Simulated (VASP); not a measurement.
A run of VASP 6.6.1 is set up as follows.

INCAR

```
SYSTEM = Se
ALGO = Normal ; EDIFF = 1E-6
ENCUT = 520 ; ISIF = 2
ISMEAR = -1 ; LASPH = .True.
LCHARG = .False. ; LREAL = .False.
LWAVE = .False. ; NBANDS = 16
NELM = 100 ; PREC = Accurate
SIGMA = 0.05
```

KPOINTS

```
k-points
0
Gamma
  8 8 12
  0 0 0
```

POSCAR

```
Se
1.0
    4.3293993883      0.0000000000      0.0000000000
   -2.1646996942      3.7493698534      0.0000000000
    0.0000000000      0.0000000000      2.4724057322
Se
3
Direct
    0.0000000000      0.0000000000      0.0000000000
    0.3333333333      0.6666666667      0.5000000000
    0.6666666667      0.3333333333      0.5000000000
```

Potentials or basis: VASP PAW LDA potentials, release 64 (Se).

Command:

```console
$ cat potpaw_LDA.64/Se/POTCAR > POTCAR
$ mpirun -np 1 vasp_std > vasp.out
```

Q: Estimate the band gap on the k mesh.

A: Zero (bands 9 and 10 overlap by 9.11 eV).

Q: Estimate the pressure.

A: 73.3 GPa.

Stress tensor (GPa, compression positive):
```
73.16  0.00  0.00
 0.00 73.16  0.00
 0.00  0.00 73.48
```

Caveat: the cell stands under pressure.
